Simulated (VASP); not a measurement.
SiO2 (fluorite type), 3 atoms in the cell. It takes space group Fm-3m (No. 225, cubic). The conventional cell has a = 4.597 Å, b = 4.597 Å, c = 4.597 Å, α = 90.00°, β = 90.00°, γ = 90.00°. Within 2.6 Å of Si (site symmetry m-3m) lie 8 O at 1.99 Å. Within 2.6 Å of O (site symmetry -43m) lie 4 Si at 1.99 Å and 6 O at 2.30 Å. 

| Property | Result |
| --- | --- |
| Program | VASP 6.6.1 |
| Task | single point |
| Functional | r2SCAN |
| Potentials or basis | VASP PAW PBE potentials, release 64 (Si, O) |
| Cutoff | 660 eV |
| k mesh | 13 × 13 × 13 |
| Occupations | fermi-dirac, width 0.1 eV |
| Spin | no spin polarisation |
| Dipole correction | no |
| Further INCAR settings | ALGO = Normal; EDIFF = 1e-06; NBANDS = 15 |

Potentials or basis: VASP PAW PBE potentials, release 64 (Si, O).

The run is started by

```sh
$ cat potpaw_PBE.64/Si/POTCAR potpaw_PBE.64/O/POTCAR > POTCAR
$ cp INCAR.step1 INCAR
$ mpirun -np 1 vasp_std > vasp.out
$ cp INCAR.step2 INCAR
$ mpirun -np 1 vasp_std > vasp.out
```

Hardware: 1 thread of Intel(R) Xeon(R) 6975P-C (Granite Rapids), on a shared host.

**Question.** How long does it take, and how much memory?

**Answer.** Wall time 83 s on 1 thread of Intel(R) Xeon(R) 6975P-C (Granite Rapids), with other jobs on the host, peak memory 0.18 GiB. Counts: k points 84.
